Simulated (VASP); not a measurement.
# Co (P6/mmm) in VASP: a series of runs, part 2 of 2

VASP 6.6.1. The steps go on from the part before.

## Step 4: Single point, PBE, collinear spin, ferromagnetic start

This run uses another cell than the first one, of 6.25 Å³/atom, 1.156 times its volume.

File INCAR:

```
  ALGO = Normal
  EDIFF = 1E-6
  ENCUT = 520
  GGA = PE
  ISIF = 2
  ISMEAR = -1
  ISPIN = 2
  LASPH = True
  LCHARG = False
  LMAXMIX = 4
  LORBIT = 11
  LREAL = False
  LWAVE = False
  MAGMOM = 1.7
  NBANDS = 14
  NELM = 150
  PREC = Accurate
  SIGMA = 0.1
```

File KPOINTS:

```
k-points
0
Gamma
  18 18 17
```

File POSCAR:

```
Co
1.0
    1.9733817345      0.0000000000      0.0000000000
   -0.9866908672      1.7089987134      0.0000000000
    0.0000000000      0.0000000000      1.8535133767
Co
1
Direct
    0.0000000000      0.0000000000      0.0000000000
```

Potentials or basis: VASP PAW PBE potentials, release 64 (Co).

Run with:

```sh
$ cat potpaw_PBE.64/Co/POTCAR > POTCAR
$ mpirun -np 1 vasp_std > vasp.out
```

OUTCAR:

```text
EDIFF = 1E-6
   ENCUT = 520
   GGA = PE
   ISIF = 2
   ISMEAR = -1
   ISPIN = 2
   LASPH = True
   LORBIT = 11
   LREAL = False
   NELM = 150
   PREC = Accurate

 ion  position               nearest neighbor table
   1  0.000  0.000  0.000-

  LATTYP: Found a hexagonal cell.
 ALAT       =     1.9733817345
 C/A-ratio  =     0.9392573896

  Lattice vectors:

 A1 = (   1.9733817345,   0.0000000000,   0.0000000000)
 A2 = (  -0.9866908672,   1.7089987134,   0.0000000000)
 A3 = (   0.0000000000,   0.0000000000,   1.8535133767)

Analysis of symmetry for initial positions (statically):
=====================================================================
 Subroutine PRICEL returns:
 Original cell was already a primitive cell.

 Routine SETGRP: Setting up the symmetry group for a
 hexagonal supercell.

 Subroutine GETGRP returns: Found 24 space group operations
 (whereof 24 operations were pure point group operations)
 out of a pool of 24 trial point group operations.

The static configuration has the point symmetry D_6h.

Analysis of symmetry for dynamics (positions and initial velocities):
[... 598 lines left out ...]
      3      17.4387      1.00000
      4      17.4387      1.00000
      5      22.7451      0.00000
      6      22.7451      0.00000
      7      48.2656      0.00000
      8      50.4439      0.00000
      9      58.3748      0.00000
     10      60.6260      0.00000
     11      60.8263      0.00000
     12      60.8263      0.00000
     13      63.0890      0.00000
     14      63.0890      0.00000
[... 379 lines left out ...]
      3      18.7734      1.00000
      4      19.7711      1.00000
      5      21.8793      0.01003
      6      24.4599      0.00000
      7      34.4333      0.00000
      8      43.2271      0.00000
      9      56.4601      0.00000
     10      58.5852      0.00000
     11      61.1640      0.00000
     12      63.1960      0.00000
     13      68.4516      0.00000
     14      70.2813      0.00000

 [... further k-points ...]
[... 5 lines left out ...]
  --------------------------------------------------------------------------------------
  -------------------------------------------------------------------------------------
  Total       17.9222954     17.9222954     17.1516449      0.0000000     -0.0000000     -0.0000000
  in kB     4593.6261696   4593.6261694   4396.1023411      0.0000001     -0.0000000     -0.0000000
  external PRESSURE =    4527.7848934 kB  Pullay stress =       0.0000000 kB

 VOLUME and BASIS-vectors are now :
 -----------------------------------------------------------------------------
  energy-cutoff  :      520.00
  volume of cell :        6.25
      direct lattice vectors                 reciprocal lattice vectors
     1.973381734  0.000000000  0.000000000     0.506744328  0.292568974  0.000000000
    -0.986690867  1.708998713  0.000000000     0.000000000  0.585137948  0.000000000
     0.000000000  0.000000000  1.853513377     0.000000000  0.000000000  0.539515934

 POSITION                                       TOTAL-FORCE (eV/Angst)
 -----------------------------------------------------------------------------------
      0.00000      0.00000      0.00000         0.000000      0.000000      0.000000
 -----------------------------------------------------------------------------------
    total drift:                               -0.000000     -0.000000     -0.000000

  FREE ENERGIE OF THE ION-ELECTRON SYSTEM (eV)
  ---------------------------------------------------
  free  energy   TOTEN  =        -2.2486249458 eV

  energy  without entropy=       -2.2120793917  energy(sigma->0) =       -2.23035217

 total charge

# of ion       s       p       d       tot
------------------------------------------
    1        0.840   1.132   8.192  10.165

 magnetization (x)

# of ion       s       p       d       tot
------------------------------------------
    1        0.000   0.000   0.000   0.000
```

OSZICAR:

```text
N       E                     dE             d eps       ncg     rms          rms(c)
DAV:   1     0.318293670819E+02    0.31829E+02   -0.36158E+03 20474   0.858E+02
DAV:   2    -0.151833171643E+01   -0.33348E+02   -0.31244E+02 20478   0.162E+02
DAV:   3    -0.241351957503E+01   -0.89519E+00   -0.89012E+00 23148   0.266E+01
DAV:   4    -0.241683889286E+01   -0.33193E-02   -0.33190E-02 21218   0.156E+00
DAV:   5    -0.241685331520E+01   -0.14422E-04   -0.14425E-04 23126   0.989E-02    0.251E+01
DAV:   6    -0.234840228545E+01    0.68451E-01   -0.59286E-01 24630   0.952E+00    0.127E+01
DAV:   7    -0.225847870389E+01    0.89924E-01   -0.13785E-01 23220   0.415E+00    0.701E+00
DAV:   8    -0.225108741849E+01    0.73913E-02   -0.36437E-03 23940   0.579E-01    0.172E+00
DAV:   9    -0.224838647029E+01    0.27009E-02   -0.13221E-03 23738   0.505E-01    0.248E-01
DAV:  10    -0.224858368425E+01   -0.19721E-03   -0.13312E-04 21474   0.147E-01    0.815E-02
DAV:  11    -0.224862516395E+01   -0.41480E-04   -0.31600E-05 23510   0.747E-02    0.351E-02
DAV:  12    -0.224862494585E+01    0.21811E-06   -0.49821E-06 22686   0.217E-02
   1 F= -.22486249E+01 E0= -.22303522E+01  d E =-.365456E-01  mag=     0.0007
```

stdout:

```text
POSCAR found type information on POSCAR Co
 POSCAR found :  1 types and       1 ions
 scaLAPACK will be used
 LDA part: xc-table for (Slater+PW92), standard interpolation
 POSCAR, INCAR and KPOINTS ok, starting setup
 FFT: planning ... GRIDC
 FFT: planning ... GRID_SOFT
 FFT: planning ... GRID
 WAVECAR not read
 entering main loop
```

It took 21 s on 1 thread of Intel Xeon 6975P-C (Granite Rapids), shared host; peak memory 0.16 GiB.

Results:

* Free energy: -2.2486 eV
* Pressure: 452.8 GPa
* Net moment: 0.00 μB per cell

Levels at points of the mesh, in eV from the Fermi level:
Spin up:
```tsv
k point	band 1	band 2	band 3	band 4	band 5	band 6	band 7	band 8
(0.00, 0.00, 0.00)	-12.67	-8.20	-3.98	-3.98	1.32	1.32	26.85	29.02
(0.50, 0.00, 0.00)	-9.45	-6.33	-1.84	-0.74	0.69	1.61	12.43	24.60
```
Spin down:
```csv
k point,band 2,band 3,band 4,band 5,band 6,band 7
"(0.00, 0.00, 0.00)",-8.20,-3.98,-3.98,1.32,1.32,26.85
"(0.50, 0.00, 0.00)",-6.33,-1.84,-0.74,0.69,1.61,12.43
```

Caveat: the starting moments collapsed, and a magnetic state may lie lower.

## Step 5: Single point, PBE, collinear spin, ferromagnetic start

File INCAR:

```
PREC = Accurate ; ENCUT = 520
EDIFF = 1E-6 ; ISMEAR = -1
SIGMA = 0.1 ; LREAL = F
LASPH = T ; NELM = 150
ALGO = Normal ; ISIF = 2
LWAVE = F ; LCHARG = T
ISPIN = 2 ; MAGMOM = 1.7
LORBIT = 11 ; LMAXMIX = 4
GGA = PE ; LELF = T
LVHAR = T ; NBANDS = 14
```

File KPOINTS:

```
Automatic mesh
0
Gamma
  18 18 17
```

POSCAR, as its differences from that of step 4:

```diff
@@ -4,3 +4,3 @@
    -0.9866908672      1.7089987134      0.0000000000
-    0.0000000000      0.0000000000      1.8535133767
+    0.0000000000      0.0000000000      1.8535133766
 Co
```

Potentials or basis: VASP PAW PBE potentials, release 64 (Co).

Run with:

```sh
$ cat potpaw_PBE.64/Co/POTCAR > POTCAR
$ mpirun -np 1 vasp_std > vasp.out
```

OUTCAR:

```text
PREC = Accurate
   ENCUT = 520
   EDIFF = 1E-6
   ISMEAR = -1
   LREAL = F
   LASPH = T
   NELM = 150
   ISIF = 2
   ISPIN = 2
   LORBIT = 11
   GGA = PE

 ion  position               nearest neighbor table
   1  0.000  0.000  0.000-

  LATTYP: Found a hexagonal cell.
 ALAT       =     1.9733817345
 C/A-ratio  =     0.9392573896

  Lattice vectors:

 A1 = (   1.9733817345,   0.0000000000,   0.0000000000)
 A2 = (  -0.9866908672,   1.7089987134,   0.0000000000)
 A3 = (   0.0000000000,   0.0000000000,   1.8535133766)

Analysis of symmetry for initial positions (statically):
=====================================================================
 Subroutine PRICEL returns:
 Original cell was already a primitive cell.

 Routine SETGRP: Setting up the symmetry group for a
 hexagonal supercell.

 Subroutine GETGRP returns: Found 24 space group operations
 (whereof 24 operations were pure point group operations)
 out of a pool of 24 trial point group operations.

The static configuration has the point symmetry D_6h.

Analysis of symmetry for dynamics (positions and initial velocities):
=====================================================================
 Subroutine PRICEL returns:
 Original cell was already a primitive cell.

 Routine SETGRP: Setting up the symmetry group for a
 hexagonal supercell.

 Subroutine GETGRP returns: Found 24 space group operations
 (whereof 24 operations were pure point group operations)
 out of a pool of 24 trial point group operations.

The dynamic configuration has the point symmetry D_6h.

Analysis of structural, dynamic, and magnetic symmetry:
=====================================================================
 Subroutine PRICEL returns:
 Original cell was already a primitive cell.

 Routine SETGRP: Setting up the symmetry group for a
 hexagonal supercell.

 Subroutine GETGRP returns: Found 24 space group operations
 (whereof 24 operations were pure point group operations)
 out of a pool of 24 trial point group operations.

The overall configuration has the point symmetry D_6h.

 Subroutine INISYM returns: Found 24 space group operations
[... 152 lines left out ...]
 spin component 1

 k-point     1 :       0.0000    0.0000    0.0000
  band No.  band energies     occupation
      1       8.7460      1.00000
      2      13.2169      1.00000
      3      17.4381      1.00000
      4      17.4381      1.00000
      5      22.7440      0.00000
      6      22.7440      0.00000
      7      48.2652      0.00000
      8      50.4435      0.00000
      9      58.3738      0.00000
     10      60.6256      0.00000
     11      60.8261      0.00000
     12      60.8261      0.00000
     13      63.0886      0.00000
     14      63.0886      0.00000
[... 379 lines left out ...]
      3      18.7730      1.00000
      4      19.7701      1.00000
      5      21.8783      0.01014
      6      24.4594      0.00000
      7      34.4330      0.00000
      8      43.2269      0.00000
      9      56.4599      0.00000
     10      58.5841      0.00000
     11      61.1637      0.00000
     12      63.1956      0.00000
     13      68.4512      0.00000
     14      70.2811      0.00000

 [... further k-points ...]

 spin component 2

 k-point     1 :       0.0000    0.0000    0.0000
  band No.  band energies     occupation
      1       8.7462      1.00000
      2      13.2168      1.00000
      3      17.4387      1.00000
      4      17.4387      1.00000
      5      22.7451      0.00000
      6      22.7451      0.00000
      7      48.2656      0.00000
      8      50.4439      0.00000
      9      58.3748      0.00000
     10      60.6260      0.00000
     11      60.8263      0.00000
     12      60.8263      0.00000
     13      63.0890      0.00000
     14      63.0890      0.00000
[... 379 lines left out ...]
      3      18.7734      1.00000
      4      19.7711      1.00000
      5      21.8793      0.01003
      6      24.4599      0.00000
      7      34.4333      0.00000
      8      43.2271      0.00000
      9      56.4601      0.00000
     10      58.5852      0.00000
     11      61.1640      0.00000
     12      63.1960      0.00000
     13      68.4516      0.00000
     14      70.2813      0.00000

 [... further k-points ...]
[... 5 lines left out ...]
  --------------------------------------------------------------------------------------
  -------------------------------------------------------------------------------------
  Total       17.9222954     17.9222954     17.1516449      0.0000000      0.0000000      0.0000000
  in kB     4593.6261729   4593.6261727   4396.1023459      0.0000001      0.0000000      0.0000000
  external PRESSURE =    4527.7848972 kB  Pullay stress =       0.0000000 kB

 VOLUME and BASIS-vectors are now :
 -----------------------------------------------------------------------------
  energy-cutoff  :      520.00
  volume of cell :        6.25
      direct lattice vectors                 reciprocal lattice vectors
     1.973381734  0.000000000  0.000000000     0.506744328  0.292568974  0.000000000
    -0.986690867  1.708998713  0.000000000     0.000000000  0.585137948  0.000000000
     0.000000000  0.000000000  1.853513377     0.000000000  0.000000000  0.539515934

 POSITION                                       TOTAL-FORCE (eV/Angst)
 -----------------------------------------------------------------------------------
      0.00000      0.00000      0.00000         0.000000      0.000000      0.000000
 -----------------------------------------------------------------------------------
    total drift:                                0.000000     -0.000000     -0.000000

  FREE ENERGIE OF THE ION-ELECTRON SYSTEM (eV)
  ---------------------------------------------------
  free  energy   TOTEN  =        -2.2486249428 eV

  energy  without entropy=       -2.2120793887  energy(sigma->0) =       -2.23035217

 total charge

# of ion       s       p       d       tot
------------------------------------------
    1        0.840   1.132   8.192  10.165

 magnetization (x)

# of ion       s       p       d       tot
------------------------------------------
    1        0.000   0.000   0.000   0.000
```

OSZICAR:

```text
N       E                     dE             d eps       ncg     rms          rms(c)
DAV:   1     0.318293670828E+02    0.31829E+02   -0.36158E+03 20474   0.858E+02
DAV:   2    -0.151833171917E+01   -0.33348E+02   -0.31244E+02 20478   0.162E+02
DAV:   3    -0.241351957385E+01   -0.89519E+00   -0.89012E+00 23148   0.266E+01
DAV:   4    -0.241683889172E+01   -0.33193E-02   -0.33190E-02 21218   0.156E+00
DAV:   5    -0.241685331311E+01   -0.14421E-04   -0.14425E-04 23126   0.989E-02    0.251E+01
DAV:   6    -0.234840228650E+01    0.68451E-01   -0.59286E-01 24630   0.952E+00    0.127E+01
DAV:   7    -0.225847870064E+01    0.89924E-01   -0.13785E-01 23220   0.415E+00    0.701E+00
DAV:   8    -0.225108741604E+01    0.73913E-02   -0.36437E-03 23940   0.579E-01    0.172E+00
DAV:   9    -0.224838647208E+01    0.27009E-02   -0.13221E-03 23738   0.505E-01    0.248E-01
DAV:  10    -0.224858368474E+01   -0.19721E-03   -0.13312E-04 21474   0.147E-01    0.815E-02
DAV:  11    -0.224862516292E+01   -0.41478E-04   -0.31600E-05 23510   0.747E-02    0.351E-02
DAV:  12    -0.224862494283E+01    0.22009E-06   -0.49821E-06 22686   0.217E-02
   1 F= -.22486249E+01 E0= -.22303522E+01  d E =-.365456E-01  mag=     0.0007
```

Run time: 21 s. Hardware: 1 thread of Intel Xeon 6975P-C (Granite Rapids), shared host; peak memory 0.16 GiB.

Results:

```yaml
Free_energy: -2.2486 eV
Pressure: 452.8 GPa
Net_moment: 0.00 μB per cell
```

Stress tensor (GPa, compression positive):
```
459.36   0.00   0.00
  0.00 459.36   0.00
  0.00   0.00 439.61
```

Caveat: the starting moments collapsed, and a magnetic state may lie lower.

## Step 6: Single point, PBE, collinear spin, ferromagnetic start

This run uses another cell than the first one, of 7.21 Å³/atom, 1.333 times its volume.

File INCAR:

```
SYSTEM = Co
PREC = Accurate
ENCUT = 520
EDIFF = 1E-7
ISMEAR = -1
SIGMA = 0.1
LREAL = .False.
LASPH = .True.
NELM = 150
ALGO = Normal
ISIF = 2
LWAVE = .False.
LCHARG = .False.
ISPIN = 2
MAGMOM = 1.7
LORBIT = 11
LMAXMIX = 4
GGA = PE
NBANDS = 14
```

File KPOINTS:

```
regular mesh
0
Gamma
  18 18 17
  0 0 0
```

File POSCAR:

```
Co
1.0
    2.0681026550      0.0000000000      0.0000000000
   -1.0340513275      1.7910294368      0.0000000000
    0.0000000000      0.0000000000      1.9472497434
Co
1
Direct
    0.0000000000      0.0000000000      0.0000000000
```

Potentials or basis: VASP PAW PBE potentials, release 64 (Co).

Run with:

```sh
$ cat potpaw_PBE.64/Co/POTCAR > POTCAR
$ mpirun -np 1 vasp_std > vasp.out
```

Run time: 27 s. Hardware: 1 thread of Intel Xeon 6975P-C (Granite Rapids), shared host; peak memory 0.16 GiB.

Results (log left out):

```
Free energy : -4.2979 eV
Pressure    : 249.8 GPa
Net moment  : 0.00 μB per cell
```

Stress tensor (GPa, compression positive):
```
252.29   0.00   0.00
  0.00 252.29   0.00
  0.00   0.00 244.75
```

Levels at points of the mesh, in eV from the Fermi level:
Spin up:
```
           k point  band 1  band 2  band 3  band 4  band 5  band 6  band 7  band 8  band 9
(0.00, 0.00, 0.00)  -11.64   -6.75   -3.21   -3.21    1.08    1.08   26.13   26.73   34.75
(0.50, 0.00, 0.00)   -7.85   -5.32   -1.46   -0.72    0.57    1.34   10.61   22.68   32.04
```
Spin down:
```tsv
k point	band 2	band 3	band 4	band 5	band 6	band 7
(0.00, 0.00, 0.00)	-6.75	-3.21	-3.21	1.08	1.08	26.13
(0.50, 0.00, 0.00)	-5.32	-1.46	-0.72	0.57	1.34	10.61
```

Caveat: the starting moments collapsed, and a magnetic state may lie lower.
